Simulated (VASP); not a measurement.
# ZnSe (Stilleite) (F-43m) in VASP: a series of runs

ZnSe (Stilleite) is run at these levels: PBE+D3(BJ); tasks: single point, relaxation of cell and atoms.

Program: VASP 6.6.1. These are calculated values, not measurements. Logs are shortened: lines on timing, memory, paths and dates and some standing lists are left out, and cuts for length are marked.

## Step 1: The cell of the first run

The structure is cubic, space group F-43m (No. 216). Conventional cell: a = 5.654 Å, b = 5.654 Å, c = 5.654 Å, α = 90.00°, β = 90.00°, γ = 90.00°. Zn (site symmetry -43m) has 4 Se at 2.45 Å within 3.2 Å. Within 3.2 Å of Se (site symmetry -43m) lie 4 Zn at 2.45 Å.

## Step 2: Single point, PBE+D3(BJ)

INCAR

```
SYSTEM = ZnSe
PREC = Accurate
ENCUT = 500
EDIFF = 1E-6
ISMEAR = 0
SIGMA = 0.02
LREAL = .FALSE.
LASPH = .TRUE.
NELM = 120
ALGO = Normal
ISIF = 2
LWAVE = .FALSE.
LCHARG = .FALSE.
GGA = PE
IVDW = 12
NBANDS = 16
GGA_COMPAT = .FALSE.
```

KPOINTS

```
Automatic mesh
0
G
  8 8 8
  0 0 0
```

POSCAR

```
ZnSe
1.0
    0.0000000000      2.8268712326      2.8268712326
    2.8268712326      0.0000000000      2.8268712326
    2.8268712326      2.8268712326      0.0000000000
Zn Se
1 1
Direct
    0.0000000000      0.0000000000      0.0000000000
    0.2500000000      0.2500000000      0.2500000000
```

Potentials or basis: VASP PAW PBE potentials, release 64 (Zn, Se).

Run with:

```bash
cat potpaw_PBE.64/Zn/POTCAR potpaw_PBE.64/Se/POTCAR > POTCAR
mpirun -np 1 vasp_std > vasp.out
```

OUTCAR:

```text
SYSTEM = ZnSe
   PREC = Accurate
   ENCUT = 500
   EDIFF = 1E-6
   ISMEAR = 0
   LREAL = .FALSE.
   LASPH = .TRUE.
   NELM = 120
   ISIF = 2
   GGA = PE
   IVDW = 12
 IVDW          = 12

 ion  position               nearest neighbor table
   1  0.000  0.000  0.000-   2 2.45   2 2.45   2 2.45   2 2.45
   2  0.250  0.250  0.250-   1 2.45   1 2.45   1 2.45   1 2.45

  LATTYP: Found a face centered cubic cell.
 ALAT       =     5.6537424652

  Lattice vectors:

 A1 = (   0.0000000000,   2.8268712326,   2.8268712326)
 A2 = (   2.8268712326,   0.0000000000,   2.8268712326)
 A3 = (   2.8268712326,   2.8268712326,   0.0000000000)

Analysis of symmetry for initial positions (statically):
=====================================================================
 Subroutine PRICEL returns:
 Original cell was already a primitive cell.

 Routine SETGRP: Setting up the symmetry group for a
 face centered cubic supercell.

 Subroutine GETGRP returns: Found 24 space group operations
 (whereof 24 operations were pure point group operations)
 out of a pool of 48 trial point group operations.

The static configuration has the point symmetry T_d .

Analysis of symmetry for dynamics (positions and initial velocities):
=====================================================================
 Subroutine PRICEL returns:
 Original cell was already a primitive cell.

 Routine SETGRP: Setting up the symmetry group for a
 face centered cubic supercell.

 Subroutine GETGRP returns: Found 24 space group operations
 (whereof 24 operations were pure point group operations)
 out of a pool of 48 trial point group operations.

The dynamic configuration has the point symmetry T_d .

 Subroutine INISYM returns: Found 24 space group operations
 (whereof 24 operations are pure point group operations),
 and found     1 'primitive' translations

----------------------------------------------------------------------------------------

                                     Primitive cell

  volume of cell :      45.1802

  direct lattice vectors                    reciprocal lattice vectors
     0.000000000  2.826871233  2.826871233    -0.176873992  0.176873992  0.176873992
     2.826871233  0.000000000  2.826871233     0.176873992 -0.176873992  0.176873992
     2.826871233  2.826871233  0.000000000     0.176873992  0.176873992 -0.176873992

  length of vectors
     3.997799636  3.997799636  3.997799636     0.306354741  0.306354741  0.306354741

  position of ions in fractional coordinates (direct lattice)
     0.000000000  0.000000000  0.000000000
     0.250000000  0.250000000  0.250000000

  ion indices of the primitive-cell ions
   primitive index   ion index
                 1           1
                 2           2

----------------------------------------------------------------------------------------

 KPOINTS: Automatic mesh

Automatic generation of k-mesh.
 Grid dimensions read from file:
 generate k-points for:    8    8    8

 Generating k-lattice:

  Cartesian coordinates                     Fractional coordinates (reciprocal lattice)
    -0.022109249  0.022109249  0.022109249     0.125000000  0.000000000  0.000000000
     0.022109249 -0.022109249  0.022109249     0.000000000  0.125000000  0.000000000
     0.022109249  0.022109249 -0.022109249     0.000000000  0.000000000  0.125000000

  Length of vectors
     0.038294343  0.038294343  0.038294343

  Shift w.r.t. Gamma in fractional coordinates (k-lattice)
     0.000000000  0.000000000  0.000000000

 Subroutine IBZKPT returns following result:
 ===========================================

 Found     29 irreducible k-points:

 Following reciprocal coordinates:
            Coordinates               Weight
  0.000000  0.000000  0.000000      1.000000
  0.125000  0.000000  0.000000      8.000000
  0.250000  0.000000  0.000000      8.000000
  0.375000  0.000000  0.000000      8.000000
  0.500000  0.000000  0.000000      4.000000
  0.125000  0.125000  0.000000      6.000000
[... 16 lines left out ...]
  0.500000  0.250000  0.125000     48.000000
 -0.375000  0.250000  0.125000     24.000000
 [... further k-points ...]
   k-points           NKPTS =     29   k-points in BZ     NKDIM =     29   number of bands    NBANDS=     16
   number of dos      NEDOS =    301   number of ions     NIONS =      2
   total plane-waves  NPLWV =  27000
   dimension x,y,z NGX =    30 NGY =   30 NGZ =   30
   dimension x,y,z NGXF=    60 NGYF=   60 NGZF=   60
   ions per type =               1   1
   NGX,Y,Z   is equivalent  to a cutoff of  12.48, 12.48, 12.48 a.u.
   NGXF,Y,Z  is equivalent  to a cutoff of  24.95, 24.95, 24.95 a.u.
 SYSTEM =  ZnSe
   PREC   = accura    normal or accurate (medium, high low for compatibility)
   ISTART =      0    job   : 0-new  1-cont  2-samecut
   ICHARG =      2    charge: 1-file 2-atom 10-const
   ISPIN  =      1    spin polarized calculation?
   LNONCOLLINEAR =      F non collinear calculations
   LSORBIT =      F    spin-orbit coupling
   LASPH  =      T    aspherical Exc in radial PAW
   ENCUT  =  500.0 eV  36.75 Ry    6.06 a.u.   7.29  7.29  7.29*2*pi/ulx,y,z
   NELM   =    120;   NELMIN=  2; NELMDL= -5     # of ELM steps
   EDIFF  = 0.1E-05   stopping-criterion for ELM
   LREAL  =      F    real-space projection
   EDIFFG = 0.1E-04   stopping-criterion for IOM
   NSW    =      0    number of steps for IOM
   IBRION =     -1    ionic relax: 0-MD 1-quasi-New 2-CG
   NFREE  =      0    steps in history (QN), initial steepest desc. (CG)
   ISIF   =      2    stress and relaxation
   ISYM   =      2    0-nonsym 1-usesym 2-fastsym
   POTIM  = 0.5000    time-step for ionic-motion
   TEBEG  =    0.0;   TEEND  =   0.0 temperature during run
   PSTRESS=    0.0 pullay stress
   NELECT =      18.0000    total number of electrons
   NUPDOWN=      -1.0000    fix difference up-down
   EMIN   =  10.00;   EMAX   =-10.00  energy-range for DOS
   EFERMI =   0.00;   METHOD = LEGACY
   ISMEAR =     0;   SIGMA  =   0.02  broadening in eV -4-tet -1-fermi 0-gaus
   EFERMI_NEDOS =   21; number of points for ismear=-14 and -15
   IALGO  =     38    algorithm
   IMIX   =      4    mixing-type and parameters
     AMIX     =   0.40;   BMIX     =  1.00
     AMIX_MAG =   1.60;   BMIX_MAG =  1.00
  volume/ion in A,a.u.               =      22.59       152.45
  Fermi-wavevector in a.u.,A,eV,Ry     =   1.204619  2.276399 19.743502  1.451106
  Thomas-Fermi vector in A             =   2.340339
   LORBIT       =      0    0 simple, 1 ext, 2 COOP (PROOUT), +10 PAW based schemes
   GGA     = PE    functional components
   LHFCALC =     F    Hartree Fock is set to
   AEXX    =    0.0000 exact exchange contribution
   IVDW    =    12    specifies the selected vdW correction
   LEPSILON=     F    determine dielectric tensor
   LRPA    =     F    only Hartree local field effects (RPA)
 non-spin polarized calculation
 Gauss-broadening in eV      SIGMA  =   0.02
  energy-cutoff  :      500.00
  volume of cell :       45.18
 maximum number of plane-waves:      1174
 NGX is ok and might be reduce to    30
   NGX = 15   NGY = 15   NGZ = 15

 number of electron      18.0000006 magnetization

 Free energy of the ion-electron system (eV)
  ---------------------------------------------------
  ext. energy  EPLUGINS =         0.00000000
  ---------------------------------------------------
  free energy    TOTEN  =        -6.01461238 eV

  energy without entropy =       -6.01461238  energy(sigma->0) =       -6.01461238

 E-fermi :   1.7851     XC(G=0):  -9.3553

 val. band max:        1.6765548123   @ k =   0.0000   0.0000   0.0000
 cond. band min:       2.9965492318   @ k =   0.0000   0.0000   0.0000
 fundamental gap:      1.3199944195
 Fermi energy:         1.7850546939

 k-point     1 :       0.0000    0.0000    0.0000
  band No.  band energies     occupation
      1     -11.6300      2.00000
      2      -4.8966      2.00000
      3      -4.8966      2.00000
      4      -4.8966      2.00000
      5      -4.5201      2.00000
      6      -4.5201      2.00000
[... 8 lines left out ...]
     15      13.1521      0.00000
     16      13.1521      0.00000

 k-point     2 :       0.1250    0.0000    0.0000
  band No.  band energies     occupation
      1     -11.5279      2.00000
      2      -4.8901      2.00000
      3      -4.8805      2.00000
      4      -4.8805      2.00000
      5      -4.5216      2.00000
      6      -4.5216      2.00000
[... 8 lines left out ...]
     15      12.3638      0.00000
     16      12.4984      0.00000

 k-point     3 :       0.2500    0.0000    0.0000
  band No.  band energies     occupation
      1     -11.2626      2.00000
      2      -4.8451      2.00000
      3      -4.8451      2.00000
      4      -4.8355      2.00000
      5      -4.5201      2.00000
      6      -4.5201      2.00000
[... 8 lines left out ...]
     15      12.1273      0.00000
     16      12.4103      0.00000

 k-point     4 :       0.3750    0.0000    0.0000
  band No.  band energies     occupation
      1     -10.9642      2.00000
      2      -4.8167      2.00000
      3      -4.8167      2.00000
      4      -4.6394      2.00000
      5      -4.5092      2.00000
      6      -4.5092      2.00000
[... 8 lines left out ...]
     15      13.2510      0.00000
     16      13.2510      0.00000

 k-point     5 :       0.5000    0.0000    0.0000
  band No.  band energies     occupation
      1     -10.8283      2.00000
      2      -4.8076      2.00000
      3      -4.8076      2.00000
      4      -4.5014      2.00000
      5      -4.5014      2.00000
      6      -4.3589      2.00000
[... 8 lines left out ...]
     15      14.8134      0.00000
     16      14.8134      0.00000

 k-point     6 :       0.1250    0.1250    0.0000
  band No.  band energies     occupation
      1     -11.4938      2.00000
      2      -4.9055      2.00000
      3      -4.8662      2.00000
      4      -4.8662      2.00000
      5      -4.5318      2.00000
      6      -4.5129      2.00000
[... 8 lines left out ...]
     15      12.9494      0.00000
     16      13.3732      0.00000

 k-point     7 :       0.2500    0.1250    0.0000
  band No.  band energies     occupation
      1     -11.2821      2.00000
      2      -4.8888      2.00000
      3      -4.8287      2.00000
      4      -4.8251      2.00000
      5      -4.5372      2.00000
      6      -4.5065      2.00000
[... 8 lines left out ...]
     15      13.2307      0.00000
     16      13.8141      0.00000

 k-point     8 :       0.3750    0.1250    0.0000
  band No.  band energies     occupation
      1     -10.9902      2.00000
      2      -4.8312      2.00000
      3      -4.7954      2.00000
      4      -4.7195      2.00000
      5      -4.5173      2.00000
      6      -4.4990      2.00000
[... 8 lines left out ...]
     15      13.4582      0.00000
     16      13.9943      0.00000

 k-point     9 :       0.5000    0.1250    0.0000
  band No.  band energies     occupation
      1     -10.7927      2.00000
      2      -4.8067      2.00000
      3      -4.7838      2.00000
      4      -4.5460      2.00000
      5      -4.4994      2.00000
      6      -4.3785      2.00000
[... 8 lines left out ...]
     15      14.1493      0.00000
     16      14.8290      0.00000
[... 172 lines left out ...]
 k-point    19 :       0.5000    0.3750    0.0000
  band No.  band energies     occupation
      1     -10.6004      2.00000
      2      -4.8465      2.00000
      3      -4.6633      2.00000
      4      -4.6462      2.00000
      5      -4.4796      2.00000
      6      -4.3556      2.00000
[... 8 lines left out ...]
     15      15.3215      0.00000
     16      16.0236      0.00000

 k-point    20 :      -0.3750    0.3750    0.0000
  band No.  band energies     occupation
      1     -10.5763      2.00000
      2      -4.8088      2.00000
      3      -4.6837      2.00000
      4      -4.5965      2.00000
      5      -4.4983      2.00000
      6      -4.2511      2.00000
[... 8 lines left out ...]
     15      13.6994      0.00000
     16      17.0897      0.00000

 k-point    21 :       0.5000    0.5000    0.0000
  band No.  band energies     occupation
      1     -10.5556      2.00000
      2      -4.8690      2.00000
      3      -4.6390      2.00000
      4      -4.6390      2.00000
      5      -4.4708      2.00000
      6      -4.3384      2.00000
[... 8 lines left out ...]
     15      15.6298      0.00000
     16      16.1353      0.00000

 k-point    22 :       0.3750    0.2500    0.1250
  band No.  band energies     occupation
      1     -11.0548      2.00000
      2      -4.8554      2.00000
      3      -4.7929      2.00000
      4      -4.7659      2.00000
      5      -4.5348      2.00000
      6      -4.4949      2.00000
[... 8 lines left out ...]
     15      13.9666      0.00000
     16      15.1684      0.00000

 k-point    23 :       0.5000    0.2500    0.1250
  band No.  band energies     occupation
      1     -10.8055      2.00000
      2      -4.8007      2.00000
      3      -4.7682      2.00000
      4      -4.6361      2.00000
      5      -4.5077      2.00000
      6      -4.4556      2.00000
[... 8 lines left out ...]
     15      14.3067      0.00000
     16      15.4136      0.00000

 k-point    24 :      -0.3750    0.2500    0.1250
  band No.  band energies     occupation
      1     -10.6945      2.00000
      2      -4.7921      2.00000
      3      -4.7536      2.00000
      4      -4.5532      2.00000
      5      -4.5131      2.00000
      6      -4.3076      2.00000
[... 8 lines left out ...]
     15      14.4541      0.00000
     16      15.2772      0.00000

 [... further k-points ...]

------------------------ aborting loop because EDIFF is reached ----------------------------------------

 Edisp (eV)   -0.64982

 E8    (eV) :    -0.2718

  FORCE on cell =-STRESS in cart. coord.  units (eV):
  Direction    XX          YY          ZZ          XY          YZ          ZX
  --------------------------------------------------------------------------------------
  -------------------------------------------------------------------------------------
  Total       0.08009     0.08009     0.08009     0.00000     0.00000     0.00000
  in kB       2.84032     2.84032     2.84032     0.00000     0.00000     0.00000
  external pressure =        2.84 kB  Pullay stress =        0.00 kB

 VOLUME and BASIS-vectors are now :
 -----------------------------------------------------------------------------
  energy-cutoff  :      500.00
  volume of cell :       45.18
      direct lattice vectors                 reciprocal lattice vectors
     0.000000000  2.826871233  2.826871233    -0.176873992  0.176873992  0.176873992
     2.826871233  0.000000000  2.826871233     0.176873992 -0.176873992  0.176873992
     2.826871233  2.826871233  0.000000000     0.176873992  0.176873992 -0.176873992

 POSITION                                       TOTAL-FORCE (eV/Angst)
 -----------------------------------------------------------------------------------
      0.00000      0.00000      0.00000         0.000000      0.000000      0.000000
      1.41344      1.41344      1.41344        -0.000000     -0.000000     -0.000000
 -----------------------------------------------------------------------------------
    total drift:                               -0.000000     -0.000000     -0.000000

  FREE ENERGIE OF THE ION-ELECTRON SYSTEM (eV)
  ---------------------------------------------------
  free  energy   TOTEN  =        -6.6644337060 eV

  energy  without entropy=       -6.6644337060  energy(sigma->0) =       -6.66443371
```

Run time: 12 s. Hardware: 1 thread of Intel Xeon Platinum 8488C (Sapphire Rapids), shared host; peak memory 0.18 GiB.

What came out:

| Item | Value |
| --- | --- |
| Free energy | -6.6644 eV |
| Pressure | 0.3 GPa |
| Band gap on the k mesh | 1.32 eV, direct |
| Dispersion energy per atom | -0.325 eV |

Levels at points of the mesh, in eV from the valence-band top:
```
           k point  band 7  band 8  band 9  band 10  band 11  band 12
(0.00, 0.00, 0.00)    0.00    0.00    0.00     1.32     5.80     5.80
(0.50, 0.00, 0.00)   -5.28   -0.88   -0.88     2.56     6.38     6.38
(0.50, 0.50, 0.00)   -4.79   -2.21   -2.21     2.97     3.46    10.79
```

PBE gaps usually lie below the measured ones, often by a third to a half.

## Step 3: Relaxation of cell and atoms, PBE+D3(BJ)

This run uses another cell than the first one, of 23.54 Å³/atom, 1.042 times its volume.

INCAR

```
PREC = Accurate
ENCUT = 500
EDIFF = 1E-7
ISMEAR = 0
SIGMA = 0.02
LREAL = F
LASPH = T
NELM = 120
ALGO = Normal
ISIF = 3
LWAVE = F
LCHARG = F
GGA = PE
IVDW = 12
IBRION = 2
NSW = 70
EDIFFG = -0.005
GGA_COMPAT = F
NELMIN = 4
```

KPOINTS

```
regular mesh
0
Gamma
  8 8 8
```

POSCAR

```
ZnSe
1.0
    0.0000000000      2.8659201935      2.8659201935
    2.8659201935      0.0000000000      2.8659201935
    2.8659201935      2.8659201935      0.0000000000
Zn Se
1 1
Direct
    0.0000000000      0.0000000000      0.0000000000
    0.2500000000      0.2500000000      0.2500000000
```

Potentials or basis: VASP PAW PBE potentials, release 64 (Zn, Se).

Run with:

```bash
cat potpaw_PBE.64/Zn/POTCAR potpaw_PBE.64/Se/POTCAR > POTCAR
mpirun -np 1 vasp_std > vasp.out
```

It took 26 s on 1 thread of Intel Xeon Platinum 8488C (Sapphire Rapids), shared host; peak memory 0.19 GiB.

It converged, with:

| Item | Value |
| --- | --- |
| Free energy | -6.6647 eV |
| Relaxed volume | 22.69 Å³/atom |
| Relaxed cell | a = 4.003 Å, b = 4.003 Å, c = 4.003 Å, α = 60.00°, β = 60.00°, γ = 60.00° |
| Space group after relaxing (to 0.05 Å) | F-43m (No. 216) |
| Energy gained by relaxing | 5.9 meV/atom |
| Ionic steps | 3 |
| Pressure after relaxing | 0.0 GPa |
| Band gap on the k mesh | 1.30 eV, direct |
| Dispersion energy per atom | -0.323 eV |

The path:
| step | energy change (eV) | largest force (eV/Å) | pressure (GPa) | volume (Å³) |
| --- | --- | --- | --- | --- |
| 1 | 0.0000 | 0.0000 | -2.13 | 47.08 |
| 2 | -0.0110 | 0.0000 | 0.56 | 44.98 |
| 3 | -0.0117 | 0.0000 | 0.02 | 45.37 |

Final structure:
```xyz
2
Lattice="0.0000 2.8309 2.8309 2.8309 0.0000 2.8309 2.8309 2.8309 0.0000" Properties=species:S:1:pos:R:3 pbc="T T T"
Zn    0.0000    0.0000    0.0000
Se    1.4154    1.4154    1.4154
```

Levels at points of the mesh, in eV from the valence-band top:
```csv
k point,band 5,band 6,band 7,band 8,band 9,band 10,band 11,band 12,band 13
"(0.00, 0.00, 0.00)",-6.18,-6.18,0.00,0.00,0.00,1.30,5.80,5.80,5.80
"(0.50, 0.00, 0.00)",-6.17,-6.02,-5.25,-0.87,-0.87,2.55,6.38,6.38,8.59
"(0.50, 0.50, 0.00)",-6.14,-6.00,-4.77,-2.20,-2.20,2.98,3.46,10.76,11.27
```

Expect the measured gap to be larger: semilocal functionals such as PBE lack the derivative discontinuity.
